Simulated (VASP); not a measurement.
Here is a VASP 6.6.1 calculation.

File INCAR:

```
ALGO     = Normal         # electronic algorithm
EDIFF    = 1E-8           # SCF threshold, eV
ENCUT    = 520            # plane-wave cutoff, eV
GGA      = PS             # functional
ISIF     = 2              # what is computed and relaxed
ISMEAR   = -1             # smearing method
LASPH    = True           # aspherical terms in the spheres
LCHARG   = False          # write CHGCAR
LEFG     = True         
LREAL    = False          # projectors in reciprocal space
LWAVE    = False          # write WAVECAR
NBANDS   = 11             # bands
NELM     = 80             # most SCF steps
PREC     = Accurate       # precision mode
SIGMA    = 0.03           # smearing width, eV
```

KPOINTS

```
k-points
0
Gamma
  10 10 10
```

POSCAR

```
MgS
1.0
    0.0000000000      2.6526756994      2.6526756994
    2.6526756994      0.0000000000      2.6526756994
    2.6526756994      2.6526756994      0.0000000000
Mg S
1 1
Direct
    0.0000000000      0.0000000000      0.0000000000
    0.5000000000      0.5000000000      0.5000000000
```

Potentials or basis: VASP PAW PBE potentials, release 64 (Mg, S).

Command:

```console
$ cat potpaw_PBE.64/Mg/POTCAR potpaw_PBE.64/S/POTCAR > POTCAR
$ mpirun -np 1 vasp_std > vasp.out
```

**Question.** Predict the band gap on the k mesh.

**Answer.** 2.58 eV, indirect (least direct gap 3.16 eV).

**Question.** Estimate the pressure.

**Answer.** -5.0 GPa.

Caveat: without QUAD_EFG the Cq values of the log hold for a quadrupole moment of 1 mb, not for the nuclei; the PAW data sets were made with another functional, which shifts forces and pressure a little. A k mesh can miss the band edges.
